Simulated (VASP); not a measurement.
A run of VASP 6.6.1 is set up as follows.

INCAR

```
SYSTEM = BN
PREC = Accurate
ENCUT = 520
EDIFF = 1E-6
ISMEAR = -1
SIGMA = 0.1
LREAL = .False.
LASPH = .True.
NELM = 100
ALGO = Normal
ISIF = 2
LWAVE = .False.
LCHARG = .False.
NBANDS = 16
```

KPOINTS

```
regular mesh
0
Gamma
  20 20 6
  0 0 0
```

Contents of POSCAR:

```
BN
1.0
    2.4889441067      0.0000000000      0.0000000000
   -1.2444720533      2.1554888250      0.0000000000
    0.0000000000      0.0000000000      6.4944619598
B N
2 2
Direct
    0.3333333333      0.6666666667      0.2500000000
    0.6666666667      0.3333333333      0.7500000000
    0.3333333333      0.6666666667      0.7500000000
    0.6666666667      0.3333333333      0.2500000000
```

Potentials or basis: VASP PAW LDA potentials, release 64 (B, N).

Command:

```sh
$ cat potpaw_LDA.64/B/POTCAR potpaw_LDA.64/N/POTCAR > POTCAR
$ mpirun -np 1 vasp_std > vasp.out
```

(1) Estimate the pressure.

(2) Estimate the band gap on the k mesh.

Results:

(1) 0.4 GPa.

(2) 4.01 eV, indirect (least direct gap 4.47 eV).
